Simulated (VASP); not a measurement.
# NbC (R-3m) in VASP: electric field gradients with PBEsol

Aim: the electric field gradients of NbC with PBEsol.

Program: VASP 6.6.1. These are calculated values, not measurements. Logs are shortened: lines on timing, memory, paths and dates and some standing lists are left out, and cuts for length are marked.

## Step 1: The cell of the first run

It takes space group R-3m (No. 166, trigonal). Conventional cell: a = 3.127 Å, b = 3.127 Å, c = 7.545 Å, α = 90.00°, β = 90.00°, γ = 120.00°. Within 2.9 Å of Nb (site symmetry -3m) lie 6 C at 2.20 Å. Within 2.9 Å of C (site symmetry -3m) lie 6 Nb at 2.20 Å.

## Step 2: Electric field gradients, PBEsol (equal xy, yz and zx shear strains of -1 %)

File INCAR:

```
PREC = Accurate
ENCUT = 520
EDIFF = 1E-8
ISMEAR = -1
SIGMA = 0.08
LREAL = F
LASPH = T
NELM = 120
ALGO = Normal
ISIF = 2
LWAVE = F
LCHARG = F
GGA = PS
LEFG = T
NBANDS = 16
GGA_COMPAT = F
```

File KPOINTS:

```
Automatic mesh
0
Gamma
  14 14 14
```

File POSCAR:

```
NbC
1.0
   -0.0220000000      2.1890000000      2.1890000000
    2.1890000000     -0.0220000000      2.1890000000
    2.1890000000      2.1890000000     -0.0220000000
Nb C
1 1
Direct
    0.0000000000      0.0000000000      0.0000000000
    0.5000000000      0.5000000000      0.5000000000
```

Potentials or basis: VASP PAW PBE potentials, release 64 (Nb_sv, C).

The run is started by

```bash
> cat potpaw_PBE.64/Nb_sv/POTCAR potpaw_PBE.64/C/POTCAR > POTCAR
> mpirun -np 1 vasp_std > vasp.out
```

OUTCAR:

```text
PREC = Accurate
   ENCUT = 520
   EDIFF = 1E-8
   ISMEAR = -1
   LREAL = F
   LASPH = T
   NELM = 120
   ISIF = 2
   GGA = PS

 ion  position               nearest neighbor table
   1  0.000  0.000  0.000-   2 2.20   2 2.20   2 2.20   2 2.20   2 2.20   2 2.20
   2  0.500  0.500  0.500-   1 2.20   1 2.20   1 2.20   1 2.20   1 2.20   1 2.20

  LATTYP: Found a trigonal (rhomboedric) cell.
 ALAT       =     3.0957916597
 COS(alpha) =     0.4899250057

  Lattice vectors:

 A1 = (  -0.0220000000,   2.1890000000,   2.1890000000)
 A2 = (   2.1890000000,  -0.0220000000,   2.1890000000)
 A3 = (   2.1890000000,   2.1890000000,  -0.0220000000)

Analysis of symmetry for initial positions (statically):
=====================================================================
 Subroutine PRICEL returns:
 Original cell was already a primitive cell.

 Routine SETGRP: Setting up the symmetry group for a
 trigonal (rhombohedral) supercell.

 Subroutine GETGRP returns: Found 12 space group operations
 (whereof 12 operations were pure point group operations)
 out of a pool of 12 trial point group operations.

The static configuration has the point symmetry D_3d.

Analysis of symmetry for dynamics (positions and initial velocities):
=====================================================================
 Subroutine PRICEL returns:
 Original cell was already a primitive cell.

 Routine SETGRP: Setting up the symmetry group for a
 trigonal (rhombohedral) supercell.

 Subroutine GETGRP returns: Found 12 space group operations
 (whereof 12 operations were pure point group operations)
 out of a pool of 12 trial point group operations.

The dynamic configuration has the point symmetry D_3d.

 Subroutine INISYM returns: Found 12 space group operations
 (whereof 12 operations are pure point group operations),
 and found     1 'primitive' translations

----------------------------------------------------------------------------------------

                                     Primitive cell

  volume of cell :      21.2944

  direct lattice vectors                    reciprocal lattice vectors
    -0.022000000  2.189000000  2.189000000    -0.224999886  0.227284149  0.227284149
     2.189000000 -0.022000000  2.189000000     0.227284149 -0.224999886  0.227284149
     2.189000000  2.189000000 -0.022000000     0.227284149  0.227284149 -0.224999886

  length of vectors
     3.095791660  3.095791660  3.095791660     0.392353306  0.392353306  0.392353306

  position of ions in fractional coordinates (direct lattice)
     0.000000000  0.000000000  0.000000000
     0.500000000  0.500000000  0.500000000

  ion indices of the primitive-cell ions
   primitive index   ion index
                 1           1
                 2           2

----------------------------------------------------------------------------------------

 KPOINTS: Automatic mesh

Automatic generation of k-mesh.
 Grid dimensions read from file:
 generate k-points for:   14   14   14

 Generating k-lattice:

  Cartesian coordinates                     Fractional coordinates (reciprocal lattice)
    -0.016071420  0.016234582  0.016234582     0.071428571  0.000000000  0.000000000
     0.016234582 -0.016071420  0.016234582     0.000000000  0.071428571  0.000000000
     0.016234582  0.016234582 -0.016071420     0.000000000  0.000000000  0.071428571

  Length of vectors
     0.028025236  0.028025236  0.028025236

  Shift w.r.t. Gamma in fractional coordinates (k-lattice)
     0.000000000  0.000000000  0.000000000

 Subroutine IBZKPT returns following result:
 ===========================================

 Found    288 irreducible k-points:

 Following reciprocal coordinates:
            Coordinates               Weight
  0.000000  0.000000  0.000000      1.000000
  0.071429  0.000000  0.000000      6.000000
  0.142857  0.000000 -0.000000      6.000000
  0.214286 -0.000000  0.000000      6.000000
  0.285714  0.000000  0.000000      6.000000
  0.357143  0.000000  0.000000      6.000000
[... 16 lines left out ...]
  0.214286  0.142857  0.000000     12.000000
  0.285714  0.142857 -0.000000     12.000000
 [... further k-points ...]
   k-points           NKPTS =    288   k-points in BZ     NKDIM =    288   number of bands    NBANDS=     16
   number of dos      NEDOS =    301   number of ions     NIONS =      2
   total plane-waves  NPLWV =  13824
   dimension x,y,z NGX =    24 NGY =   24 NGZ =   24
   dimension x,y,z NGXF=    48 NGYF=   48 NGZF=   48
   ions per type =               1   1
   NGX,Y,Z   is equivalent  to a cutoff of  12.89, 12.89, 12.89 a.u.
   NGXF,Y,Z  is equivalent  to a cutoff of  25.78, 25.78, 25.78 a.u.
 SYSTEM =  unknown system
   PREC   = accura    normal or accurate (medium, high low for compatibility)
   ISTART =      0    job   : 0-new  1-cont  2-samecut
   ICHARG =      2    charge: 1-file 2-atom 10-const
   ISPIN  =      1    spin polarized calculation?
   LNONCOLLINEAR =      F non collinear calculations
   LSORBIT =      F    spin-orbit coupling
   LASPH  =      T    aspherical Exc in radial PAW
   ENCUT  =  520.0 eV  38.22 Ry    6.18 a.u.   5.76  5.76  5.76*2*pi/ulx,y,z
   NELM   =    120;   NELMIN=  2; NELMDL= -5     # of ELM steps
   EDIFF  = 0.1E-07   stopping-criterion for ELM
   LREAL  =      F    real-space projection
   EDIFFG = 0.1E-06   stopping-criterion for IOM
   NSW    =      0    number of steps for IOM
   IBRION =     -1    ionic relax: 0-MD 1-quasi-New 2-CG
   NFREE  =      0    steps in history (QN), initial steepest desc. (CG)
   ISIF   =      2    stress and relaxation
   ISYM   =      2    0-nonsym 1-usesym 2-fastsym
   POTIM  = 0.5000    time-step for ionic-motion
   TEBEG  =    0.0;   TEEND  =   0.0 temperature during run
   PSTRESS=    0.0 pullay stress
   NELECT =      17.0000    total number of electrons
   NUPDOWN=      -1.0000    fix difference up-down
   EMIN   =  10.00;   EMAX   =-10.00  energy-range for DOS
   EFERMI =   0.00;   METHOD = LEGACY
   ISMEAR =    -1;   SIGMA  =   0.08  broadening in eV -4-tet -1-fermi 0-gaus
   EFERMI_NEDOS =   21; number of points for ismear=-14 and -15
   IALGO  =     38    algorithm
   IMIX   =      4    mixing-type and parameters
     AMIX     =   0.40;   BMIX     =  1.00
     AMIX_MAG =   1.60;   BMIX_MAG =  1.00
  volume/ion in A,a.u.               =      10.65        71.85
  Fermi-wavevector in a.u.,A,eV,Ry     =   1.518691  2.869909 31.380772  2.306422
  Thomas-Fermi vector in A             =   2.627777
   LORBIT       =      0    0 simple, 1 ext, 2 COOP (PROOUT), +10 PAW based schemes
   GGA     = PS    functional components
   LHFCALC =     F    Hartree Fock is set to
   AEXX    =    0.0000 exact exchange contribution
   IVDW    =     0    specifies the selected vdW correction
   LEPSILON=     F    determine dielectric tensor
   LRPA    =     F    only Hartree local field effects (RPA)
 non-spin polarized calculation
  energy-cutoff  :      520.00
  volume of cell :       21.29
 maximum number of plane-waves:       586
   NGX = 11   NGY = 11   NGZ = 11

 number of electron      17.0000002 magnetization

 Free energy of the ion-electron system (eV)
  ---------------------------------------------------
  ext. energy  EPLUGINS =         0.00000000
  ---------------------------------------------------
  free energy    TOTEN  =       -21.83743206 eV

  energy without entropy =      -21.82361569  energy(sigma->0) =      -21.83052388

 E-fermi :  13.2060     XC(G=0): -13.4749

 val. band max:       13.2050137871   @ k =  -0.4286   0.2857  -0.0000
 cond. band min:      13.2111201402   @ k =   0.5000   0.2143  -0.0000
 fundamental gap:      0.0061063531
 Fermi energy:        13.2060111823

 k-point     1 :       0.0000    0.0000    0.0000
  band No.  band energies     occupation
      1     -42.3858      2.00000
      2     -18.0904      2.00000
      3     -18.0904      2.00000
      4     -18.0648      2.00000
      5      -0.5105      2.00000
      6      11.6772      2.00000
[... 8 lines left out ...]
     15      23.0785      0.00000
     16      36.1914      0.00000
[... 419 lines left out ...]
 k-point    24 :       0.2857    0.1429   -0.0000
  band No.  band energies     occupation
      1     -42.3067      2.00000
      2     -18.5918      2.00000
      3     -18.1983      2.00000
      4     -18.1904      2.00000
      5       1.0967      2.00000
      6       7.7107      2.00000
[... 8 lines left out ...]
     15      26.5740      0.00000
     16      29.8552      0.00000

 [... further k-points ...]

------------------------ aborting loop because EDIFF is reached ----------------------------------------

  FORCE on cell =-STRESS in cart. coord.  units (eV):
  Direction    XX          YY          ZZ          XY          YZ          ZX
  --------------------------------------------------------------------------------------
  -------------------------------------------------------------------------------------
  Total        1.4979252      1.4979252      1.4979252      0.2429954      0.2429954      0.2429954
  in kB      112.7029681    112.7029681    112.7029681     18.2828233     18.2828233     18.2828233
  external PRESSURE =     112.7029681 kB  Pullay stress =       0.0000000 kB

 VOLUME and BASIS-vectors are now :
 -----------------------------------------------------------------------------
  energy-cutoff  :      520.00
  volume of cell :       21.29
      direct lattice vectors                 reciprocal lattice vectors
    -0.022000000  2.189000000  2.189000000    -0.224999886  0.227284149  0.227284149
     2.189000000 -0.022000000  2.189000000     0.227284149 -0.224999886  0.227284149
     2.189000000  2.189000000 -0.022000000     0.227284149  0.227284149 -0.224999886

 POSITION                                       TOTAL-FORCE (eV/Angst)
 -----------------------------------------------------------------------------------
      0.00000      0.00000      0.00000        -0.000000     -0.000000      0.000000
      2.17800      2.17800      2.17800         0.000000      0.000000     -0.000000
 -----------------------------------------------------------------------------------
    total drift:                                0.000000     -0.000000     -0.000000

  FREE ENERGIE OF THE ION-ELECTRON SYSTEM (eV)
  ---------------------------------------------------
  free  energy   TOTEN  =       -21.8374320623 eV

  energy  without entropy=      -21.8236156896  energy(sigma->0) =      -21.83052388

 Electric field gradients (V/A^2)
---------------------------------------------------------------------
 ion       V_xx      V_yy      V_zz      V_xy      V_xz      V_yz
---------------------------------------------------------------------
   1      -0.000    -0.000     0.000    -0.980    -0.980    -0.980
   2      -0.000     0.000     0.000    -0.025    -0.025    -0.025
---------------------------------------------------------------------

 Electric field gradients after diagonalization (V/A^2)
 (convention: |V_zz| > |V_xx| > |V_yy|)
----------------------------------------------------------------------
 ion       V_xx      V_yy      V_zz     asymmetry (V_yy - V_xx)/ V_zz
----------------------------------------------------------------------
   1       0.980     0.980    -1.961       0.000
   2       0.025     0.025    -0.050       0.000
----------------------------------------------------------------------

           NMR quadrupolar parameters

 Cq : quadrupolar parameter    Cq=e*Q*V_zz/h
 eta: asymmetry parameters     (V_yy - V_xx)/ V_zz
 Q  : nuclear electric quadrupole moment in mb (millibarn)
----------------------------------------------------------------------
 ion       Cq(MHz)       eta       Q (mb)
----------------------------------------------------------------------
   1      -0.005       0.000       1.000
   2      -0.000       0.000       1.000
----------------------------------------------------------------------
```

Wall time 39 s (1 thread of Intel Xeon Platinum 8559C (Emerald Rapids), shared host); peak memory 0.21 GiB.

Results:

```
Free energy                             : -21.8374 eV
Pressure                                : 11.3 GPa
Band gap on the k mesh                  : zero (an odd number of electrons rules out a gap without spin polarisation)
Largest electric field gradient by atom : Nb -2.0; C -0.1 V/Å²
```

Levels at points of the mesh, in eV from the Fermi level:
```
           k point  band 4  band 5  band 6  band 7  band 8  band 9  band 10  band 11  band 12  band 13
(0.00, 0.00, 0.00)  -31.27  -13.72   -1.53   -1.53   -1.32   -0.32    -0.32    -0.21     0.35     0.35
(0.50, 0.00, 0.00)  -31.37   -9.74   -7.92   -5.47   -5.30    2.16     2.33     3.79     5.85     9.39
(0.50, 0.50, 0.00)  -31.62  -12.40   -4.53   -3.89   -1.40   -1.29     2.12     3.47     3.48     7.06
(0.50, 0.50, 0.50)  -31.40   -9.67   -7.94   -5.52   -5.52    2.35     2.35     3.89     5.75     9.56
```

Electric field gradients, principal values (V/Å²):
| atom | least | middle | greatest (by size) |
| --- | --- | --- | --- |
| 1 Nb | 0.980 | 0.980 | -1.961 |
| 2 C | 0.025 | 0.025 | -0.050 |

Caveat: the cell differs from its parent crystal (equal xy, yz and zx shear strains of -1 %); the cell stands under pressure; without QUAD_EFG the Cq values of the log hold for a quadrupole moment of 1 mb, not for the nuclei; the PAW data sets were made with another functional, which shifts forces and pressure a little.
